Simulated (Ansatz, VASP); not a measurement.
Two plane-wave programs on GaPbI3

INCAR

```
ALGO     = Normal         # electronic algorithm
EDIFF    = 1E-7           # SCF threshold, eV
EDIFFG   = -0.04          # ionic threshold
ENCUT    = 600            # plane-wave cutoff, eV
GGA      = PE             # functional
IBRION   = 2              # ionic algorithm
ISIF     = 3              # what is computed and relaxed
ISMEAR   = 0              # smearing method
LASPH    = True           # aspherical terms in the spheres
LCHARG   = False          # write CHGCAR
LREAL    = False          # projectors in reciprocal space
LWAVE    = False          # write WAVECAR
NELM     = 60             # most SCF steps
NSW      = 90             # ionic steps
PREC     = Accurate       # precision mode
SIGMA    = 0.1            # smearing width, eV
```

The input KPOINTS:

```
k-points
0
Gamma
  4 4 4
```

POSCAR

```
GaPbI3
1.0
    5.7454458600      0.0000000000      0.0000000000
    0.0000000000      5.7454458600      0.0000000000
    0.0000000000      0.0000000000      5.7454458600
Ga Pb I
1 1 3
Direct
    0.0000000000      0.0000000000      0.0000000000
    0.5000000000      0.5000000000      0.5000000000
    0.0000000000      0.5000000000      0.5000000000
    0.5000000000      0.0000000000      0.5000000000
    0.5000000000      0.5000000000      0.0000000000
```

Input for Ansatz:

```yaml
crystal:
  lattice:
    - [5.74544586, 0.0, 0.0]
    - [0.0, 5.74544586, 0.0]
    - [0.0, 0.0, 5.74544586]
  atoms:
    - { symbol: Ga, position: [0.0, 0.0, 0.0] }
    - { symbol: Pb, position: [0.5, 0.5, 0.5] }
    - { symbol: I, position: [0.0, 0.5, 0.5] }
    - { symbol: I, position: [0.5, 0.0, 0.5] }
    - { symbol: I, position: [0.5, 0.5, 0.0] }
basis:
  ecutwfc: 420
kpoints:
  mp_grid: { grid: [4, 4, 4] }
hamiltonian:
  xc: pbe
scf:
  occupations: { method: gaussian, width: 0.1 }
  lower_state_search: "off"
output:
  forces: true
  stress: true
  eigenvalues: true
relax:
  adjacent_minimum: "off"
  f_tol: 0.04
  max_steps: 70
  cell: { stress_tol: 0.4 }
```

Alike in both runs: task relaxation of cell and atoms; functional PBE; k mesh 4 × 4 × 4; occupations gaussian, width 0.1 eV; no spin polarisation.

|  | VASP | Ansatz |
| --- | --- | --- |
| version | VASP 6.6.1 | Ansatz 0.2.0 |
| potentials or method | VASP PAW PBE potentials, release 64 (Ga_d, Pb_d, I), cutoff 600 eV | scalar-relativistic, plane waves, PAW |
| valence electrons in the cell | 48 | 78 |

```tsv
	VASP	Ansatz	Ansatz less VASP
gap on the k mesh at the Fermi level, each at its own relaxed structure (eV)	1.28	1.22	-0.058
relaxed volume (Å³/atom)	50.78	50.00	-0.779
relaxed cell length with the largest relative difference (Å)	6.332	6.300	-0.0326
```

VASP's potentials hold 48 valence electrons a cell and Ansatz's 78, so a difference there can come from the potentials and not from the codes.

Neither program's run includes spin-orbit coupling. Noted on VASP's run: the volume moved by over 15 % at a fixed basis, so the end points are rough.
